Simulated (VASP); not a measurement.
# Be4H (P-3m1) in VASP: relaxation of cell and atoms with PBE

Aim: the relaxation of cell and atoms of Be4H with PBE.

Everything below comes from runs of VASP 6.6.1. Logs are shortened: lines on timing, memory, paths and dates and some standing lists are left out, and cuts for length are marked.

### Step 1. The cell of the first run

The structure is trigonal, space group P-3m1 (No. 164). Conventional cell: a = 2.224 Å, b = 2.224 Å, c = 8.433 Å, α = 90.00°, β = 90.00°, γ = 120.00°. Be (site symmetry 3m) has 3 H at 1.94 Å and 9 Be at 2.22 to 2.26 Å within 2.6 Å. Be (site symmetry 3m) has 12 Be at 2.22 to 2.26 Å within 2.9 Å. Within 2.6 Å of H (site symmetry -3m) lie 6 Be at 1.94 Å and 6 H at 2.22 Å.

The cell was generated, and may not be a known phase.

### Step 2. Relaxation of cell and atoms, PBE

INCAR

```
ALGO = Normal
EDIFF = 1E-7
EDIFFG = -0.01
ENCUT = 600
GGA = PE
IBRION = 2
ISIF = 3
ISMEAR = 0
LASPH = T
LCHARG = F
LREAL = F
LWAVE = F
NELM = 60
NSW = 100
PREC = Accurate
SIGMA = 0.1
```

KPOINTS

```
k-points
0
Gamma
  18 18 6
```

POSCAR

```
Be4H
1.0
    2.2244140297      0.0000000000      0.0000000000
   -1.1122070148      1.9263990582      0.0000000000
    0.0000000000      0.0000000000      8.4328610914
Be H
4 1
Direct
    0.3333333333      0.6666666667      0.8282973556
    0.3333333333      0.6666666667      0.3920860196
    0.6666666667      0.3333333333      0.1717026444
    0.6666666667      0.3333333333      0.6079139804
    0.0000000000      0.0000000000      0.0000000000
```

Potentials or basis: VASP PAW PBE potentials, release 64 (Be, H).

Started as:

```console
$ cat potpaw_PBE.64/Be/POTCAR potpaw_PBE.64/H/POTCAR > POTCAR
$ mpirun -np 1 vasp_std > vasp.out
```

OUTCAR:

```text
EDIFF = 1E-7
   EDIFFG = -0.01
   ENCUT = 600
   GGA = PE
   IBRION = 2
   ISIF = 3
   ISMEAR = 0
   LASPH = T
   LREAL = F
   NELM = 60
   NSW = 100
   PREC = Accurate

 ion  position               nearest neighbor table
   1  0.333  0.667  0.828-   4 2.26   4 2.26   4 2.26
   2  0.333  0.667  0.392-   4 2.23   4 2.23   4 2.23   3 2.26   3 2.26   3 2.26
   3  0.667  0.333  0.172-   2 2.26   2 2.26   2 2.26
   4  0.667  0.333  0.608-   2 2.23   2 2.23   2 2.23   1 2.26   1 2.26   1 2.26
   5  0.000  0.000  0.000-

  LATTYP: Found a hexagonal cell.
 ALAT       =     2.2244140297
 C/A-ratio  =     3.7910483295

  Lattice vectors:

 A1 = (   2.2244140297,   0.0000000000,   0.0000000000)
 A2 = (  -1.1122070148,   1.9263990582,   0.0000000000)
 A3 = (   0.0000000000,   0.0000000000,   8.4328610914)

Analysis of symmetry for initial positions (statically):
=====================================================================
 Subroutine PRICEL returns:
 Original cell was already a primitive cell.

 Routine SETGRP: Setting up the symmetry group for a
 hexagonal supercell.

 Subroutine GETGRP returns: Found 12 space group operations
 (whereof 12 operations were pure point group operations)
 out of a pool of 24 trial point group operations.

The static configuration has the point symmetry D_3d.

Analysis of symmetry for dynamics (positions and initial velocities):
=====================================================================
 Subroutine PRICEL returns:
 Original cell was already a primitive cell.

 Routine SETGRP: Setting up the symmetry group for a
 hexagonal supercell.

 Subroutine GETGRP returns: Found 12 space group operations
 (whereof 12 operations were pure point group operations)
 out of a pool of 24 trial point group operations.

The dynamic configuration has the point symmetry D_3d.

 Subroutine INISYM returns: Found 12 space group operations
 (whereof 12 operations are pure point group operations),
 and found     1 'primitive' translations

----------------------------------------------------------------------------------------

                                     Primitive cell

  volume of cell :      36.1357

  direct lattice vectors                    reciprocal lattice vectors
     2.224414030  0.000000000  0.000000000     0.449556596  0.259551622  0.000000000
    -1.112207015  1.926399058  0.000000000     0.000000000  0.519103244  0.000000000
     0.000000000  0.000000000  8.432861091     0.000000000  0.000000000  0.118583715

  length of vectors
     2.224414030  2.224414030  8.432861091     0.519103244  0.519103244  0.118583715

  position of ions in fractional coordinates (direct lattice)
     0.333333333  0.666666667  0.828297356
     0.333333333  0.666666667  0.392086020
     0.666666667  0.333333333  0.171702644
     0.666666667  0.333333333  0.607913980
     0.000000000  0.000000000  0.000000000

  ion indices of the primitive-cell ions
   primitive index   ion index
                 1           1
                 2           2
                 3           3
                 4           4
                 5           5

----------------------------------------------------------------------------------------

 KPOINTS: k-points

Automatic generation of k-mesh.
 Grid dimensions read from file:
 generate k-points for:   18   18    6

 Generating k-lattice:

  Cartesian coordinates                     Fractional coordinates (reciprocal lattice)
     0.024975366  0.014419535  0.000000000     0.055555556 -0.000000000  0.000000000
     0.000000000  0.028839069  0.000000000     0.000000000  0.055555556  0.000000000
     0.000000000  0.000000000  0.019763953     0.000000000  0.000000000  0.166666667

  Length of vectors
     0.028839069  0.028839069  0.019763953

  Shift w.r.t. Gamma in fractional coordinates (k-lattice)
     0.000000000  0.000000000  0.000000000

 Subroutine IBZKPT returns following result:
 ===========================================

 Found    202 irreducible k-points:

 Following reciprocal coordinates:
            Coordinates               Weight
  0.000000  0.000000  0.000000      1.000000
  0.055556  0.000000  0.000000      6.000000
  0.111111  0.000000  0.000000      6.000000
  0.166667 -0.000000  0.000000      6.000000
  0.222222  0.000000  0.000000      6.000000
  0.277778  0.000000  0.000000      6.000000
[... 16 lines left out ...]
  0.333333  0.111111  0.000000     12.000000
  0.388889  0.111111  0.000000     12.000000
 [... further k-points ...]
   k-points           NKPTS =    202   k-points in BZ     NKDIM =    202   number of bands    NBANDS=      8
   number of dos      NEDOS =    301   number of ions     NIONS =      5
   total plane-waves  NPLWV =  22680
   dimension x,y,z NGX =    18 NGY =   18 NGZ =   70
   dimension x,y,z NGXF=    36 NGYF=   36 NGZF=  140
   ions per type =               4   1
   NGX,Y,Z   is equivalent  to a cutoff of  13.45, 13.45, 13.80 a.u.
   NGXF,Y,Z  is equivalent  to a cutoff of  26.91, 26.91, 27.60 a.u.
 SYSTEM =  unknown system
   PREC   = accura    normal or accurate (medium, high low for compatibility)
   ISTART =      0    job   : 0-new  1-cont  2-samecut
   ICHARG =      2    charge: 1-file 2-atom 10-const
   ISPIN  =      1    spin polarized calculation?
   LNONCOLLINEAR =      F non collinear calculations
   LSORBIT =      F    spin-orbit coupling
   LASPH  =      T    aspherical Exc in radial PAW
   ENCUT  =  600.0 eV  44.10 Ry    6.64 a.u.   4.44  4.44 16.84*2*pi/ulx,y,z
   NELM   =     60;   NELMIN=  2; NELMDL= -5     # of ELM steps
   EDIFF  = 0.1E-06   stopping-criterion for ELM
   LREAL  =      F    real-space projection
   EDIFFG = -.1E-01   stopping-criterion for IOM
   NSW    =    100    number of steps for IOM
   IBRION =      2    ionic relax: 0-MD 1-quasi-New 2-CG
   NFREE  =      1    steps in history (QN), initial steepest desc. (CG)
   ISIF   =      3    stress and relaxation
   ISYM   =      2    0-nonsym 1-usesym 2-fastsym
   POTIM  = 0.5000    time-step for ionic-motion
   TEBEG  =    0.0;   TEEND  =   0.0 temperature during run
   PSTRESS=    0.0 pullay stress
   NELECT =       9.0000    total number of electrons
   NUPDOWN=      -1.0000    fix difference up-down
   EMIN   =  10.00;   EMAX   =-10.00  energy-range for DOS
   EFERMI =   0.00;   METHOD = LEGACY
   ISMEAR =     0;   SIGMA  =   0.10  broadening in eV -4-tet -1-fermi 0-gaus
   EFERMI_NEDOS =   21; number of points for ismear=-14 and -15
   IALGO  =     38    algorithm
   IMIX   =      4    mixing-type and parameters
     AMIX     =   0.40;   BMIX     =  1.00
     AMIX_MAG =   1.60;   BMIX_MAG =  1.00
  volume/ion in A,a.u.               =       7.23        48.77
  Fermi-wavevector in a.u.,A,eV,Ry     =   1.030015  1.946445 14.434831  1.060930
  Thomas-Fermi vector in A             =   2.164091
   LORBIT       =      0    0 simple, 1 ext, 2 COOP (PROOUT), +10 PAW based schemes
   GGA     = PE    functional components
   LHFCALC =     F    Hartree Fock is set to
   AEXX    =    0.0000 exact exchange contribution
   IVDW    =     0    specifies the selected vdW correction
   LEPSILON=     F    determine dielectric tensor
   LRPA    =     F    only Hartree local field effects (RPA)
 conjugate gradient relaxation of ions
 non-spin polarized calculation
 Gauss-broadening in eV      SIGMA  =   0.10
  energy-cutoff  :      600.00
  volume of cell :       36.14
 maximum number of plane-waves:      1246
 NGX is ok and might be reduce to    18
   NGX =  9   NGY =  9   NGZ = 33

--------------------------------------- Ionic step        1  -------------------------------------------

 number of electron       8.9999999 magnetization

 Free energy of the ion-electron system (eV)
  ---------------------------------------------------
  ext. energy  EPLUGINS =         0.00000000
  ---------------------------------------------------
  free energy    TOTEN  =       -17.15144809 eV

  energy without entropy =      -17.14449537  energy(sigma->0) =      -17.14797173

------------------------ aborting loop because EDIFF is reached ----------------------------------------

  FORCE on cell =-STRESS in cart. coord.  units (eV):
  Direction    XX          YY          ZZ          XY          YZ          ZX
  --------------------------------------------------------------------------------------
  -------------------------------------------------------------------------------------
  Total       -0.0338419     -0.0338419      0.2778085     -0.0000000      0.0000000      0.0000000
  in kB       -1.5004750     -1.5004750     12.3174076     -0.0000000      0.0000000      0.0000000
  external PRESSURE =       3.1054859 kB  Pullay stress =       0.0000000 kB
[... 63 lines left out ...]
  energy  without entropy=      -17.1451614810  energy(sigma->0) =      -17.14858335

--------------------------------------- Ionic step        3  -------------------------------------------

 number of electron       8.9999999 magnetization

 Free energy of the ion-electron system (eV)
  ---------------------------------------------------
  ext. energy  EPLUGINS =         0.00000000
  ---------------------------------------------------
  free energy    TOTEN  =       -17.15211248 eV

  energy without entropy =      -17.14535531  energy(sigma->0) =      -17.14873389

 E-fermi :   6.1328     XC(G=0): -10.4507

 val. band max:        6.1279539597   @ k =   0.2222   0.1667   0.1667
 cond. band min:       6.1461258281   @ k =   0.3889   0.1111   0.5000
 fundamental gap:      0.0181718684
 Fermi energy:         6.1327505100

 k-point     1 :       0.0000    0.0000    0.0000
  band No.  band energies     occupation
      1      -5.5139      2.00000
      2      -4.0139      2.00000
      3      -3.3096      2.00000
      4       0.0518      2.00000
      5       3.0153      2.00000
      6      10.7137      0.00000
      7      11.0439      0.00000
      8      20.8741      0.00000
[... 243 lines left out ...]
 k-point    24 :       0.3889    0.1111    0.0000
  band No.  band energies     occupation
      1       0.6011      2.00000
      2       2.0098      2.00000
      3       2.4317      2.00000
      4       4.5263      2.00000
      5       6.2411      0.12560
      6       8.4216      0.00000
      7       8.8970      0.00000
      8      10.0384      0.00000

 [... further k-points ...]

------------------------ aborting loop because EDIFF is reached ----------------------------------------

  FORCE on cell =-STRESS in cart. coord.  units (eV):
  Direction    XX          YY          ZZ          XY          YZ          ZX
  --------------------------------------------------------------------------------------
  -------------------------------------------------------------------------------------
  Total       -0.0289505     -0.0289505     -0.0106908     -0.0000000      0.0000000     -0.0000000
  in kB       -1.2791256     -1.2791256     -0.4723551     -0.0000000      0.0000000     -0.0000000
  external PRESSURE =      -1.0102021 kB  Pullay stress =       0.0000000 kB
[... 20 lines left out ...]
  FREE ENERGIE OF THE ION-ELECTRON SYSTEM (eV)
  ---------------------------------------------------
  free  energy   TOTEN  =       -17.1521124773 eV

  energy  without entropy=      -17.1453553111  energy(sigma->0) =      -17.14873389

 reached required accuracy - stopping structural energy minimisation
```

It took 68 s on 1 thread of AMD EPYC 9R45 (Zen 5), shared host; peak memory 0.18 GiB.

Results:

| Quantity | Value |
| --- | --- |
| Free energy | -17.1521 eV |
| Relaxed volume | 7.25 Å³/atom |
| Relaxed cell | a = 2.223 Å, b = 2.223 Å, c = 8.472 Å, α = 90.00°, β = 90.00°, γ = 120.00° |
| Space group after relaxing (to 0.1 Å) | P-3m1 (No. 164) |
| Energy gained by relaxing | 0.1 meV/atom |
| Ionic steps | 3 |
| Pressure after relaxing | -0.1 GPa |
| Largest force after relaxing | 0.007 eV/Å |
| Band gap on the k mesh | zero (an odd number of electrons rules out a gap without spin polarisation) |

Forces in eV/Å, atoms in the order of the input:
```
Be   0.000  0.000  0.006
Be   0.000  0.000  0.007
Be   0.000  0.000 -0.006
Be   0.000  0.000 -0.007
H    0.000  0.000  0.000
```

Step by step:
| step | energy change (eV) | largest force (eV/Å) | pressure (GPa) | volume (Å³) |
| --- | --- | --- | --- | --- |
| 1 | 0.0000 | 0.0167 | 0.31 | 36.14 |
| 2 | -0.0006 | 0.0029 | 0.07 | 36.21 |
| 3 | -0.0007 | 0.0068 | -0.10 | 36.26 |

Final structure:
```xyz
5
Lattice="2.2232 0.0000 0.0000 -1.1116 1.9253 0.0000 0.0000 0.0000 8.4719" Properties=species:S:1:pos:R:3 pbc="T T T"
Be    0.0000    1.2835    7.0168
Be    0.0000    1.2835    3.3203
Be    1.1116    0.6418    1.4551
Be    1.1116    0.6418    5.1516
H    -1.1116    1.9253    0.0000
```

Levels at points of the mesh, in eV from the Fermi level:
```
           k point  band 3  band 4  band 5  band 6  band 7  band 8
(0.00, 0.00, 0.00)   -9.44   -6.08   -3.12    4.58    4.91   14.74
(0.50, 0.00, 0.00)   -3.47   -2.64   -0.24    1.58    3.32    3.55
(0.00, 0.00, 0.50)   -8.29   -7.34   -1.69    1.45    9.93   10.00
(0.50, 0.00, 0.50)   -2.90   -2.76   -0.23    1.84    2.66    2.74
```
